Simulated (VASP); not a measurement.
# SiO2 (Imma) in VASP: further runs

Runs on SiO2. Level: LDA. Tasks: single point.

Program: VASP 6.6.1. These are calculated values, not measurements. Logs are shortened: lines on timing, memory, paths and dates and some standing lists are left out, and cuts for length are marked.

**1. The cell of the first run**

The structure is orthorhombic, space group Imma (No. 74). The conventional cell has a = 5.298 Å, b = 6.580 Å, c = 7.934 Å, α = 90.00°, β = 90.00°, γ = 90.00°. Si (site symmetry m) has 4 O at 1.55 to 1.59 Å within 2.1 Å. Within 2.1 Å of O (site symmetry mm2) lie 2 Si at 1.59 Å. O (site symmetry 2) has 2 Si at 1.56 Å within 2.1 Å. Within 2.1 Å of O (site symmetry 2/m) lie 2 Si at 1.55 Å.

**2. Single point, LDA**

INCAR reads:

```
PREC = Accurate ; ENCUT = 520
EDIFF = 1E-6 ; ISMEAR = 0
SIGMA = 0.02 ; LREAL = False
LASPH = True ; NELM = 80
ALGO = Normal ; ISIF = 2
LWAVE = False ; LCHARG = False
NBANDS = 44
```

KPOINTS reads:

```
regular mesh
0
Gamma
  6 6 6
```

POSCAR reads:

```
SiO2
1.0
   -2.6491537100      3.2901863037      3.9670413007
    2.6491537100     -3.2901863037      3.9670413007
    2.6491537100      3.2901863037     -3.9670413007
Si O
4 8
Direct
    0.8318234342      0.8057639971      0.0260594370
    0.7202954399      0.1942360029      0.5260594370
    0.1681765658      0.1942360029      0.9739405630
    0.2797045601      0.8057639971      0.4739405630
   -0.0209638203      0.7290361797      0.2500000000
    1.0209638203      0.2709638203      0.7500000000
    0.6689737738      0.5000000000      0.6689737738
    0.3310262262      0.0000000000      0.8310262262
    0.3310262262      0.5000000000      0.3310262262
    0.6689737738      0.0000000000      0.1689737738
    0.0000000000      0.0000000000      0.0000000000
    0.5000000000      0.0000000000      0.5000000000
```

Potentials or basis: VASP PAW LDA potentials, release 64 (Si, O).

Started as:

```
cat potpaw_LDA.64/Si/POTCAR potpaw_LDA.64/O/POTCAR > POTCAR
mpirun -np 1 vasp_std > vasp.out
```

OUTCAR:

```text
PREC = Accurate
   ENCUT = 520
   EDIFF = 1E-6
   ISMEAR = 0
   LREAL = False
   LASPH = True
   NELM = 80
   ISIF = 2

 ion  position               nearest neighbor table
   1  0.832  0.806  0.026-  11 1.55   7 1.56  10 1.56   5 1.59   2 2.79   2 2.79   4 2.95   3 3.10

   2  0.720  0.194  0.526-  12 1.55  10 1.56   7 1.56   6 1.59   1 2.79   1 2.79   3 2.95   4 3.10

   3  0.168  0.194  0.974-  11 1.55   9 1.56   8 1.56   6 1.59   4 2.79   4 2.79   2 2.95   1 3.10

   4  0.280  0.806  0.474-  12 1.55   9 1.56   8 1.56   5 1.59   3 2.79   3 2.79   1 2.95   2 3.10

   5  0.979  0.729  0.250-   1 1.59   4 1.59
   6  0.021  0.271  0.750-   3 1.59   2 1.59
   7  0.669  0.500  0.669-   2 1.56   1 1.56
   8  0.331  0.000  0.831-   4 1.56   3 1.56
   9  0.331  0.500  0.331-   4 1.56   3 1.56
  10  0.669  0.000  0.169-   2 1.56   1 1.56
  11  0.000  0.000  0.000-   1 1.55   3 1.55
  12  0.500  0.000  0.500-   2 1.55   4 1.55

  LATTYP: Found a body centered orthorhombic cell.
 ALAT       =     5.2983074200
 B/A-ratio  =     1.2419763683
 C/A-ratio  =     1.4974749429

  Lattice vectors:

 A1 = (  -2.6491537100,   3.2901863037,   3.9670413007)
 A2 = (   2.6491537100,  -3.2901863037,   3.9670413007)
 A3 = (   2.6491537100,   3.2901863037,  -3.9670413007)

Analysis of symmetry for initial positions (statically):
=====================================================================
 Subroutine PRICEL returns:
 Original cell was already a primitive cell.

 Routine SETGRP: Setting up the symmetry group for a
 body centered orthorhombic supercell.

 Subroutine GETGRP returns: Found  8 space group operations
 (whereof  4 operations were pure point group operations)
 out of a pool of  8 trial point group operations.

The static configuration has the point symmetry C_2h.
 The point group associated with its full space group is D_2h.

Analysis of symmetry for dynamics (positions and initial velocities):
=====================================================================
 Subroutine PRICEL returns:
 Original cell was already a primitive cell.

 Routine SETGRP: Setting up the symmetry group for a
 body centered orthorhombic supercell.

 Subroutine GETGRP returns: Found  8 space group operations
 (whereof  4 operations were pure point group operations)
 out of a pool of  8 trial point group operations.

The dynamic configuration has the point symmetry C_2h.
 The point group associated with its full space group is D_2h.

 Subroutine INISYM returns: Found  8 space group operations
 (whereof  4 operations are pure point group operations),
 and found     1 'primitive' translations

----------------------------------------------------------------------------------------

                                     Primitive cell

  volume of cell :     138.3102

  direct lattice vectors                    reciprocal lattice vectors
    -2.649153710  3.290186304  3.967041301     0.000000000  0.151967078  0.126038516
     2.649153710 -3.290186304  3.967041301     0.188739520  0.000000000  0.126038516
     2.649153710  3.290186304 -3.967041301     0.188739520  0.151967078  0.000000000

  length of vectors
     5.794890678  5.794890678  5.794890678     0.197432775  0.226954432  0.242315083

  position of ions in fractional coordinates (direct lattice)
     0.831823434  0.805763997  0.026059437
     0.720295440  0.194236003  0.526059437
     0.168176566  0.194236003  0.973940563
     0.279704560  0.805763997  0.473940563
     0.979036180  0.729036180  0.250000000
     0.020963820  0.270963820  0.750000000
     0.668973774  0.500000000  0.668973774
     0.331026226  0.000000000  0.831026226
     0.331026226  0.500000000  0.331026226
     0.668973774  1.000000000  0.168973774
     0.000000000  0.000000000  0.000000000
     0.500000000  0.000000000  0.500000000

  ion indices of the primitive-cell ions
   primitive index   ion index
                 1           1
                 2           2
                 3           3
                 4           4
                 5           5
                 6           6
                 7           7
                 8           8
                 9           9
                10          10
                11          11
                12          12

----------------------------------------------------------------------------------------

 KPOINTS: regular mesh

Automatic generation of k-mesh.
 Grid dimensions read from file:
 generate k-points for:    6    6    6

 Generating k-lattice:

  Cartesian coordinates                     Fractional coordinates (reciprocal lattice)
     0.000000000  0.025327846  0.021006419     0.166666667 -0.000000000  0.000000000
     0.031456587  0.000000000  0.021006419     0.000000000  0.166666667  0.000000000
     0.031456587  0.025327846  0.000000000     0.000000000 -0.000000000  0.166666667

  Length of vectors
     0.032905462  0.037825739  0.040385847

  Shift w.r.t. Gamma in fractional coordinates (k-lattice)
     0.000000000  0.000000000  0.000000000

 Subroutine IBZKPT returns following result:
 ===========================================

 Found     46 irreducible k-points:

 Following reciprocal coordinates:
            Coordinates               Weight
  0.000000  0.000000  0.000000      1.000000
  0.166667  0.000000  0.000000      4.000000
  0.333333 -0.000000  0.000000      4.000000
  0.500000  0.000000  0.000000      2.000000
  0.000000  0.166667 -0.000000      4.000000
  0.166667  0.166667  0.000000      8.000000
[... 16 lines left out ...]
 -0.166667  0.166667  0.166667      2.000000
  0.166667  0.333333  0.166667      4.000000
 [... further k-points ...]
   k-points           NKPTS =     46   k-points in BZ     NKDIM =     46   number of bands    NBANDS=     44
   number of dos      NEDOS =    301   number of ions     NIONS =     12
   total plane-waves  NPLWV = 110592
   dimension x,y,z NGX =    48 NGY =   48 NGZ =   48
   dimension x,y,z NGXF=    96 NGYF=   96 NGZF=   96
   ions per type =               4   8
   NGX,Y,Z   is equivalent  to a cutoff of  13.77, 13.77, 13.77 a.u.
   NGXF,Y,Z  is equivalent  to a cutoff of  27.54, 27.54, 27.54 a.u.
 SYSTEM =  unknown system
   PREC   = accura    normal or accurate (medium, high low for compatibility)
   ISTART =      0    job   : 0-new  1-cont  2-samecut
   ICHARG =      2    charge: 1-file 2-atom 10-const
   ISPIN  =      1    spin polarized calculation?
   LNONCOLLINEAR =      F non collinear calculations
   LSORBIT =      F    spin-orbit coupling
   LASPH  =      T    aspherical Exc in radial PAW
   ENCUT  =  520.0 eV  38.22 Ry    6.18 a.u.  10.77 10.77 10.77*2*pi/ulx,y,z
   NELM   =     80;   NELMIN=  2; NELMDL= -5     # of ELM steps
   EDIFF  = 0.1E-05   stopping-criterion for ELM
   LREAL  =      F    real-space projection
   EDIFFG = 0.1E-04   stopping-criterion for IOM
   NSW    =      0    number of steps for IOM
   IBRION =     -1    ionic relax: 0-MD 1-quasi-New 2-CG
   NFREE  =      0    steps in history (QN), initial steepest desc. (CG)
   ISIF   =      2    stress and relaxation
   ISYM   =      2    0-nonsym 1-usesym 2-fastsym
   POTIM  = 0.5000    time-step for ionic-motion
   TEBEG  =    0.0;   TEEND  =   0.0 temperature during run
   PSTRESS=    0.0 pullay stress
   NELECT =      64.0000    total number of electrons
   NUPDOWN=      -1.0000    fix difference up-down
   EMIN   =  10.00;   EMAX   =-10.00  energy-range for DOS
   EFERMI =   0.00;   METHOD = LEGACY
   ISMEAR =     0;   SIGMA  =   0.02  broadening in eV -4-tet -1-fermi 0-gaus
   EFERMI_NEDOS =   21; number of points for ismear=-14 and -15
   IALGO  =     38    algorithm
   IMIX   =      4    mixing-type and parameters
     AMIX     =   0.40;   BMIX     =  1.00
     AMIX_MAG =   1.60;   BMIX_MAG =  1.00
  volume/ion in A,a.u.               =      11.53        77.78
  Fermi-wavevector in a.u.,A,eV,Ry     =   1.266242  2.392850 21.815156  1.603369
  Thomas-Fermi vector in A             =   2.399453
   LORBIT       =      0    0 simple, 1 ext, 2 COOP (PROOUT), +10 PAW based schemes
   GGA     = CA    functional components
   LHFCALC =     F    Hartree Fock is set to
   AEXX    =    0.0000 exact exchange contribution
   IVDW    =     0    specifies the selected vdW correction
   LEPSILON=     F    determine dielectric tensor
   LRPA    =     F    only Hartree local field effects (RPA)
 non-spin polarized calculation
 Gauss-broadening in eV      SIGMA  =   0.02
  energy-cutoff  :      520.00
  volume of cell :      138.31
 maximum number of plane-waves:      3739
 NGX is ok and might be reduce to    48
   NGX = 21   NGY = 21   NGZ = 21

 number of electron      63.9999980 magnetization

 Free energy of the ion-electron system (eV)
  ---------------------------------------------------
  ext. energy  EPLUGINS =         0.00000000
  ---------------------------------------------------
  free energy    TOTEN  =      -100.73905314 eV

  energy without entropy =     -100.73905314  energy(sigma->0) =     -100.73905314

 E-fermi :   2.5388     XC(G=0): -10.0431

 val. band max:        2.3760087754   @ k =   0.5000   0.5000   0.5000
 cond. band min:       7.4218027458   @ k =   0.0000   0.0000   0.0000
 fundamental gap:      5.0457939704
 Fermi energy:         2.5388028635

 k-point     1 :       0.0000    0.0000    0.0000
  band No.  band energies     occupation
      1     -18.2930      2.00000
      2     -16.6543      2.00000
      3     -16.1741      2.00000
      4     -16.0814      2.00000
      5     -15.9974      2.00000
      6     -15.9685      2.00000
[... 36 lines left out ...]
     43      13.3275      0.00000
     44      13.8529      0.00000

 k-point     2 :       0.1667    0.0000    0.0000
  band No.  band energies     occupation
      1     -18.2306      2.00000
      2     -16.8908      2.00000
      3     -16.2002      2.00000
      4     -16.0354      2.00000
      5     -15.9667      2.00000
      6     -15.8387      2.00000
[... 36 lines left out ...]
     43      13.4026      0.00000
     44      13.7322      0.00000

 k-point     3 :       0.3333   -0.0000    0.0000
  band No.  band energies     occupation
      1     -18.0564      2.00000
      2     -17.2758      2.00000
      3     -16.2400      2.00000
      4     -16.0056      2.00000
      5     -15.9630      2.00000
      6     -15.6034      2.00000
[... 36 lines left out ...]
     43      13.0959      0.00000
     44      13.7025      0.00000

 k-point     4 :       0.5000    0.0000    0.0000
  band No.  band energies     occupation
      1     -17.8901      2.00000
      2     -17.5213      2.00000
      3     -16.2565      2.00000
      4     -15.9957      2.00000
      5     -15.9611      2.00000
      6     -15.5360      2.00000
[... 882 lines left out ...]
     43      13.1984      0.00000
     44      13.8429      0.00000

 k-point    23 :      -0.1667    0.1667    0.1667
  band No.  band energies     occupation
      1     -18.0118      2.00000
      2     -16.8146      2.00000
      3     -16.5719      2.00000
      4     -16.4053      2.00000
      5     -15.8983      2.00000
      6     -15.6923      2.00000
[... 36 lines left out ...]
     43      13.5785      0.00000
     44      13.7810      0.00000

 k-point    24 :       0.1667    0.3333    0.1667
  band No.  band energies     occupation
      1     -17.5400      2.00000
      2     -17.2494      2.00000
      3     -16.9289      2.00000
      4     -16.5549      2.00000
      5     -15.6651      2.00000
      6     -15.6515      2.00000
[... 36 lines left out ...]
     43      13.4820      0.00000
     44      13.5484      0.00000

 [... further k-points ...]
[... 5 lines left out ...]
  --------------------------------------------------------------------------------------
  -------------------------------------------------------------------------------------
  Total       22.7129388     22.2314059     22.1875650      0.0000000      0.0000000      0.0000000
  in kB      263.1052724    257.5272256    257.0193758      0.0000000      0.0000000      0.0000000
  external PRESSURE =     259.2172913 kB  Pullay stress =       0.0000000 kB

 VOLUME and BASIS-vectors are now :
 -----------------------------------------------------------------------------
  energy-cutoff  :      520.00
  volume of cell :      138.31
      direct lattice vectors                 reciprocal lattice vectors
    -2.649153710  3.290186304  3.967041301     0.000000000  0.151967078  0.126038516
     2.649153710 -3.290186304  3.967041301     0.188739520  0.000000000  0.126038516
     2.649153710  3.290186304 -3.967041301     0.188739520  0.151967078  0.000000000

 POSITION                                       TOTAL-FORCE (eV/Angst)
 -----------------------------------------------------------------------------------
     -0.00000      0.17148      6.39300         0.000000     -0.064084      0.009995
     -0.00000      3.46167      1.54108        -0.000000     -0.064084     -0.009995
      2.64915      3.11871     -2.42596         0.000000      0.064084     -0.009995
      2.64915     -0.17148      2.42596         0.000000      0.064084      0.009995
      0.00000      1.64509      5.78423         0.000000      0.000000     -0.040369
      2.64915      1.64509     -1.81719        -0.000000     -0.000000      0.040369
      1.32458      2.75700      1.98352         0.000000     -0.045569      0.000000
      1.32458      3.82337     -1.98352         0.000000      0.045569      0.000000
      1.32458      0.53318      1.98352         0.000000      0.045569      0.000000
     -1.32458      2.75700      1.98352         0.000000     -0.045569      0.000000
      0.00000      0.00000      0.00000         0.000000      0.000000      0.000000
      0.00000      3.29019      0.00000         0.000000      0.000000      0.000000
 -----------------------------------------------------------------------------------
    total drift:                               -0.000001      0.000001      0.000001

  FREE ENERGIE OF THE ION-ELECTRON SYSTEM (eV)
  ---------------------------------------------------
  free  energy   TOTEN  =      -100.7390531405 eV

  energy  without entropy=     -100.7390531405  energy(sigma->0) =     -100.73905314
```

Wall time 9.5 min (1 thread of Intel Xeon 8259CL, shared host); peak memory 0.36 GiB.

What came out:

| Item | Value |
| --- | --- |
| Free energy | -100.7391 eV |
| Pressure | 25.9 GPa |
| Largest force | 0.065 eV/Å |
| Band gap on the k mesh | 5.05 eV (least direct gap 5.24 eV) |

Forces in eV/Å, atoms in the order of the input:
```
Si   0.000 -0.064  0.010
Si   0.000 -0.064 -0.010
Si   0.000  0.064 -0.010
Si   0.000  0.064  0.010
O    0.000  0.000 -0.040
O    0.000  0.000  0.040
O    0.000 -0.046  0.000
O    0.000  0.046  0.000
O    0.000  0.046  0.000
O    0.000 -0.046  0.000
O    0.000  0.000  0.000
O    0.000  0.000  0.000
```

Caveat: the cell stands under pressure. A k mesh can miss the band edges.

**3. Single point, LDA**

INCAR reads:

```
SYSTEM = SiO2
  ALGO = Normal
  EDIFF = 1E-6
  ENCUT = 520
  ISIF = 2
  ISMEAR = 0
  LASPH = .True.
  LCHARG = .False.
  LREAL = .False.
  LWAVE = .False.
  NBANDS = 44
  NELM = 60
  PREC = Accurate
  SIGMA = 0.02
```

KPOINTS reads:

```
k-points
0
Gamma
  6 6 6
  0 0 0
```

POSCAR is that of step 2.

Potentials or basis: VASP PAW LDA potentials, release 64 (Si, O).

Started as:

```
cat potpaw_LDA.64/Si/POTCAR potpaw_LDA.64/O/POTCAR > POTCAR
mpirun -np 1 vasp_std > vasp.out
```

Run time: 8.8 min. Hardware: 1 thread of Intel Xeon 8259CL, shared host; peak memory 0.36 GiB.

The run converged. Its results:

```
Free energy            : -100.7391 eV
Pressure               : 25.9 GPa
Largest force          : 0.065 eV/Å
Band gap on the k mesh : 5.05 eV (least direct gap 5.24 eV)
```

Forces on the atoms (eV/Å):
```
Si   0.000 -0.064  0.010
Si   0.000 -0.064 -0.010
Si   0.000  0.064 -0.010
Si   0.000  0.064  0.010
O    0.000  0.000 -0.040
O    0.000  0.000  0.040
O    0.000 -0.046  0.000
O    0.000  0.046  0.000
O    0.000  0.046  0.000
O    0.000 -0.046  0.000
O    0.000  0.000  0.000
O    0.000  0.000  0.000
```

Stress tensor (GPa, compression positive):
```
26.31  0.00  0.00
 0.00 25.75  0.00
 0.00  0.00 25.70
```

Levels at points of the mesh, in eV from the valence-band top:
```tsv
k point	band 28	band 29	band 30	band 31	band 32	band 33	band 34	band 35	band 36	band 37
(0.00, 0.00, 0.00)	-1.20	-1.17	-1.15	-0.73	-0.20	5.05	7.86	8.34	8.63	9.42
(0.50, 0.00, 0.00)	-1.41	-1.22	-0.95	-0.54	-0.11	6.75	7.09	8.77	8.94	9.14
(0.00, 0.50, 0.00)	-1.88	-1.15	-1.00	-0.72	-0.38	7.51	7.55	8.43	9.07	9.12
(0.50, 0.50, 0.00)	-1.56	-1.01	-1.01	-0.53	-0.53	7.77	7.77	8.71	8.71	9.10
(0.50, 0.50, 0.50)	-1.46	-1.19	-1.02	-0.89	0.00	7.67	7.75	8.08	8.17	8.22
```

Caveat: the cell stands under pressure.

**4. Single point, LDA**

This run uses another cell than the first one, of 12.79 Å³/atom.

INCAR reads:

```
PREC = Accurate ; ENCUT = 520
EDIFF = 1E-7 ; ISMEAR = 0
SIGMA = 0.02 ; LREAL = False
LASPH = True ; NELM = 80
ALGO = Normal ; ISIF = 2
LWAVE = False ; LCHARG = False
NBANDS = 44
```

KPOINTS reads:

```
Automatic mesh
0
Gamma
  6 6 6
```

POSCAR reads:

```
SiO2
1.0
   -2.6326387163      3.4336907808      4.2445843915
    2.6326387163     -3.4336907808      4.2445843915
    2.6326387163      3.4336907808     -4.2445843915
Si O
4 8
Direct
    0.8434743841      0.8162369851      0.0272373989
    0.7110004138      0.1837630149      0.5272373989
    0.1565256159      0.1837630149      0.9727626011
    0.2889995862      0.8162369851      0.4727626011
    0.0138177876      0.7638177876      0.2500000000
    0.9861822124      0.2361822124      0.7500000000
    0.6773488237      0.5000000000      0.6773488237
    0.3226511763      0.0000000000      0.8226511763
    0.3226511763      0.5000000000      0.3226511763
    0.6773488237      0.0000000000      0.1773488237
    0.0000000000      0.0000000000      0.0000000000
    0.5000000000      0.0000000000      0.5000000000
```

Started as:

```
cat potpaw_LDA.64/Si/POTCAR potpaw_LDA.64/O/POTCAR > POTCAR
mpirun -np 1 vasp_std > vasp.out
```

Wall time 9.7 min (1 thread of Intel Xeon 8259CL, shared host); peak memory 0.38 GiB.

The run converged. Its results:

- Free energy: -102.5223 eV
- Pressure: 12.8 GPa
- Largest force: 0.058 eV/Å
- Band gap on the k mesh: 5.40 eV (least direct gap 5.45 eV)

Forces in eV/Å, atoms in the order of the input:
```
Si   0.000 -0.056  0.011
Si   0.000 -0.056 -0.011
Si   0.000  0.056 -0.011
Si   0.000  0.056  0.011
O    0.000  0.000 -0.025
O    0.000  0.000  0.025
O    0.000 -0.037  0.000
O    0.000  0.037  0.000
O    0.000  0.037  0.000
O    0.000 -0.037  0.000
O    0.000  0.000  0.000
O    0.000  0.000  0.000
```

Stress tensor (GPa, compression positive):
```
12.99  0.00  0.00
 0.00 12.66  0.00
 0.00  0.00 12.61
```

Levels at points of the mesh, in eV from the valence-band top:
```tsv
k point	band 30	band 31	band 32	band 33	band 34	band 35
(0.00, 0.00, 0.00)	-0.81	-0.72	-0.05	5.40	7.96	8.63
(0.50, 0.00, 0.00)	-0.69	-0.37	-0.13	6.99	7.32	8.91
(0.00, 0.50, 0.00)	-1.04	-0.55	-0.54	7.75	7.80	8.77
(0.50, 0.50, 0.00)	-0.85	-0.48	-0.48	8.01	8.01	8.80
(0.50, 0.50, 0.50)	-0.95	-0.62	0.00	7.94	7.98	8.26
```

Caveat: the cell stands under pressure. A k mesh can miss the band edges.
